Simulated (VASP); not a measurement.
# SiO2 (P4_2/mnm) in VASP: single point with PBE

Aim: the single point of SiO2 with PBE.

Program: VASP 6.6.1. These are calculated values, not measurements. Logs are shortened: lines on timing, memory, paths and dates and some standing lists are left out, and cuts for length are marked.

### 1 The cell of the first run

It takes space group P4_2/mnm (No. 136, tetragonal). The conventional cell has a = 4.177 Å, b = 4.177 Å, c = 2.665 Å, α = 90.00°, β = 90.00°, γ = 90.00°. Within 2.3 Å of Si (site symmetry mmm) lie 6 O at 1.76 to 1.81 Å. Within 2.3 Å of O (site symmetry m2m) lie 3 Si at 1.76 to 1.81 Å and 1 O at 2.29 Å.

### 2 Single point, PBE

The input, INCAR:

```
ALGO     = Normal         # electronic algorithm
EDIFF    = 1E-6           # SCF threshold, eV
ENCUT    = 600            # plane-wave cutoff, eV
GGA      = PE             # functional
GGA_COMPAT= F            
ISIF     = 2              # what is computed and relaxed
ISMEAR   = -1             # smearing method
LASPH    = T              # aspherical terms in the spheres
LCHARG   = F              # write CHGCAR
LREAL    = F              # projectors in reciprocal space
LWAVE    = F              # write WAVECAR
NBANDS   = 44             # bands
NELM     = 120            # most SCF steps
PREC     = Accurate       # precision mode
SIGMA    = 0.02           # smearing width, eV
```

The input, KPOINTS:

```
k-points
0
Gamma
  2 2 2
```

The input, POSCAR:

```
SiO2
1.0
    4.1773000000      0.0000000000      0.0000000000
    0.0000000000      4.1773000000      0.0000000000
    0.0000000000      0.0000000000      5.3304000000
Si O
4 8
Direct
    0.0000000000      0.0000000000      0.0000000000
    0.5000000000      0.5000000000      0.2500000000
    0.0000000000      0.0000000000      0.5000000000
    0.5000000000      0.5000000000      0.7500000000
    0.3059000000      0.3059000000      0.0000000000
    0.1941000000      0.8059000000      0.2500000000
    0.6941000000      0.6941000000      0.0000000000
    0.8059000000      0.1941000000      0.2500000000
    0.3059000000      0.3059000000      0.5000000000
    0.1941000000      0.8059000000      0.7500000000
    0.6941000000      0.6941000000      0.5000000000
    0.8059000000      0.1941000000      0.7500000000
```

Potentials or basis: VASP PAW PBE potentials, release 64 (Si, O).

Command:

```console
cat potpaw_PBE.64/Si/POTCAR potpaw_PBE.64/O/POTCAR > POTCAR
mpirun -np 1 vasp_std > vasp.out
```

OUTCAR:

```text
EDIFF = 1E-6
   ENCUT = 600
   GGA = PE
   ISIF = 2
   ISMEAR = -1
   LASPH = T
   LREAL = F
   NELM = 120
   PREC = Accurate

 ion  position               nearest neighbor table
   1  0.000  0.000  0.000-   6 1.76   8 1.76  10 1.76  12 1.76   7 1.81   5 1.81   3 2.67   3 2.67

   2  0.500  0.500  0.250-   5 1.76   7 1.76   9 1.76  11 1.76   6 1.81   8 1.81   4 2.67   4 2.67

   3  0.000  0.000  0.500-   6 1.76   8 1.76  10 1.76  12 1.76  11 1.81   9 1.81   1 2.67   1 2.67
[... 18 lines left out ...]
 A1 = (   4.1773000000,   0.0000000000,   0.0000000000)
 A2 = (   0.0000000000,   4.1773000000,   0.0000000000)
 A3 = (   0.0000000000,   0.0000000000,   5.3304000000)

Analysis of symmetry for initial positions (statically):
=====================================================================
 Subroutine PRICEL returns following result:

  LATTYP: Found a simple tetragonal cell.
 ALAT       =     4.1773000000
 C/A-ratio  =     0.6380197735

  Lattice vectors:

 A1 = (   4.1773000000,   0.0000000000,   0.0000000000)
 A2 = (   0.0000000000,   4.1773000000,   0.0000000000)
 A3 = (   0.0000000000,   0.0000000000,   2.6652000000)

   2 primitive cells build up your supercell.

 Routine SETGRP: Setting up the symmetry group for a
 simple tetragonal supercell.

 Subroutine GETGRP returns: Found 16 space group operations
 (whereof  8 operations were pure point group operations)
 out of a pool of 16 trial point group operations.

The static configuration has the point symmetry D_2h.
 The point group associated with its full space group is D_4h.

Analysis of symmetry for dynamics (positions and initial velocities):
=====================================================================
 Subroutine PRICEL returns following result:

  LATTYP: Found a simple tetragonal cell.
 ALAT       =     4.1773000000
 C/A-ratio  =     0.6380197735

  Lattice vectors:

 A1 = (   4.1773000000,   0.0000000000,   0.0000000000)
 A2 = (   0.0000000000,   4.1773000000,   0.0000000000)
 A3 = (   0.0000000000,   0.0000000000,   2.6652000000)

   2 primitive cells build up your supercell.

 Routine SETGRP: Setting up the symmetry group for a
 simple tetragonal supercell.

 Subroutine GETGRP returns: Found 16 space group operations
 (whereof  8 operations were pure point group operations)
 out of a pool of 16 trial point group operations.

[... 97 lines left out ...]
   ISYM   =      2    0-nonsym 1-usesym 2-fastsym
   POTIM  = 0.5000    time-step for ionic-motion
   TEBEG  =    0.0;   TEEND  =   0.0 temperature during run
   PSTRESS=    0.0 pullay stress
   NELECT =      64.0000    total number of electrons
   NUPDOWN=      -1.0000    fix difference up-down
   EMIN   =  10.00;   EMAX   =-10.00  energy-range for DOS
   EFERMI =   0.00;   METHOD = LEGACY
   ISMEAR =    -1;   SIGMA  =   0.02  broadening in eV -4-tet -1-fermi 0-gaus
   EFERMI_NEDOS =   21; number of points for ismear=-14 and -15
   IALGO  =     38    algorithm
   IMIX   =      4    mixing-type and parameters
     AMIX     =   0.40;   BMIX     =  1.00
     AMIX_MAG =   1.60;   BMIX_MAG =  1.00
  volume/ion in A,a.u.               =       7.75        52.31
  Fermi-wavevector in a.u.,A,eV,Ry     =   1.445277  2.731178 28.420200  2.088826
  Thomas-Fermi vector in A             =   2.563477
   LORBIT       =      0    0 simple, 1 ext, 2 COOP (PROOUT), +10 PAW based schemes
   GGA     = PE    functional components
   LHFCALC =     F    Hartree Fock is set to
   AEXX    =    0.0000 exact exchange contribution
   IVDW    =     0    specifies the selected vdW correction
   LEPSILON=     F    determine dielectric tensor
   LRPA    =     F    only Hartree local field effects (RPA)
 non-spin polarized calculation
  energy-cutoff  :      600.00
  volume of cell :       93.01
 maximum number of plane-waves:      3126
 NGX is ok and might be reduce to    36
   NGX = 17   NGY = 17   NGZ = 21

 number of electron      64.0000003 magnetization

 Free energy of the ion-electron system (eV)
  ---------------------------------------------------
  ext. energy  EPLUGINS =         0.00000000
  ---------------------------------------------------
  free energy    TOTEN  =       -92.47744372 eV

  energy without entropy =      -92.47744372  energy(sigma->0) =      -92.47744372

 E-fermi :   8.7279     XC(G=0): -12.2760

 val. band max:        8.2661321783   @ k =   0.0000   0.0000   0.0000
 cond. band min:      13.8878717504   @ k =   0.0000   0.0000   0.0000
 fundamental gap:      5.6217395721
 Fermi energy:         8.7278917772

 k-point     1 :       0.0000    0.0000    0.0000
  band No.  band energies     occupation
      1     -14.3324      2.00000
      2     -11.6341      2.00000
      3     -11.6341      2.00000
      4     -10.6944      2.00000
      5     -10.6944      2.00000
      6     -10.4537      2.00000
[... 271 lines left out ...]
     43      20.8417      0.00000
     44      20.8418      0.00000

------------------------ aborting loop because EDIFF is reached ----------------------------------------

  FORCE on cell =-STRESS in cart. coord.  units (eV):
  Direction    XX          YY          ZZ          XY          YZ          ZX
  --------------------------------------------------------------------------------------
  -------------------------------------------------------------------------------------
  Total        5.9165909      5.9165909      7.2379492      0.0000000      0.0000000      0.0000000
  in kB      101.9133297    101.9133297    124.6737378      0.0000000      0.0000000      0.0000000
  external PRESSURE =     109.5001324 kB  Pullay stress =       0.0000000 kB

 VOLUME and BASIS-vectors are now :
 -----------------------------------------------------------------------------
  energy-cutoff  :      600.00
  volume of cell :       93.01
      direct lattice vectors                 reciprocal lattice vectors
     4.177300000  0.000000000  0.000000000     0.239389079  0.000000000  0.000000000
     0.000000000  4.177300000  0.000000000     0.000000000  0.239389079  0.000000000
     0.000000000  0.000000000  5.330400000     0.000000000  0.000000000  0.187603182

 POSITION                                       TOTAL-FORCE (eV/Angst)
 -----------------------------------------------------------------------------------
      0.00000      0.00000      0.00000         0.000000      0.000000      0.000000
      2.08865      2.08865      1.33260         0.000000     -0.000000      0.000000
      0.00000      0.00000      2.66520         0.000000      0.000000      0.000000
      2.08865      2.08865      3.99780         0.000000     -0.000000      0.000000
      1.27784      1.27784      0.00000        -0.057602     -0.057602      0.000000
      0.81081      3.36649      1.33260         0.057602     -0.057602     -0.000000
      2.89946      2.89946      0.00000         0.057602      0.057602     -0.000000
      3.36649      0.81081      1.33260        -0.057602      0.057602      0.000000
      1.27784      1.27784      2.66520        -0.057602     -0.057602     -0.000000
      0.81081      3.36649      3.99780         0.057602     -0.057602      0.000000
      2.89946      2.89946      2.66520         0.057602      0.057602      0.000000
      3.36649      0.81081      3.99780        -0.057602      0.057602     -0.000000
 -----------------------------------------------------------------------------------
    total drift:                               -0.000000      0.000000     -0.000000

  FREE ENERGIE OF THE ION-ELECTRON SYSTEM (eV)
  ---------------------------------------------------
  free  energy   TOTEN  =       -92.4774437226 eV

  energy  without entropy=      -92.4774437226  energy(sigma->0) =      -92.47744372
```

stdout:

```text
POSCAR found type information on POSCAR SiO
 POSCAR found :  2 types and      12 ions
 scaLAPACK will be used
 LDA part: xc-table for (Slater+PW92), standard interpolation
 POSCAR, INCAR and KPOINTS ok, starting setup
 FFT: planning ... GRIDC
 FFT: planning ... GRID_SOFT
 FFT: planning ... GRID
 WAVECAR not read
 entering main loop
```

Wall time 18 s (1 thread of Intel Xeon 6975P-C (Granite Rapids), shared host); peak memory 0.23 GiB.

What came out:

```
Free energy            : -92.4774 eV
Pressure               : 11.0 GPa
Largest force          : 0.081 eV/Å
Band gap on the k mesh : 5.62 eV
```

Forces in eV/Å, atoms in the order of the input:
```
Si   0.000  0.000  0.000
Si   0.000  0.000  0.000
Si   0.000  0.000  0.000
Si   0.000  0.000  0.000
O   -0.058 -0.058  0.000
O    0.058 -0.058  0.000
O    0.058  0.058  0.000
O   -0.058  0.058  0.000
O   -0.058 -0.058  0.000
O    0.058 -0.058  0.000
O    0.058  0.058  0.000
O   -0.058  0.058  0.000
```

Caveat: the k points lie up to 0.75 Å⁻¹ apart.
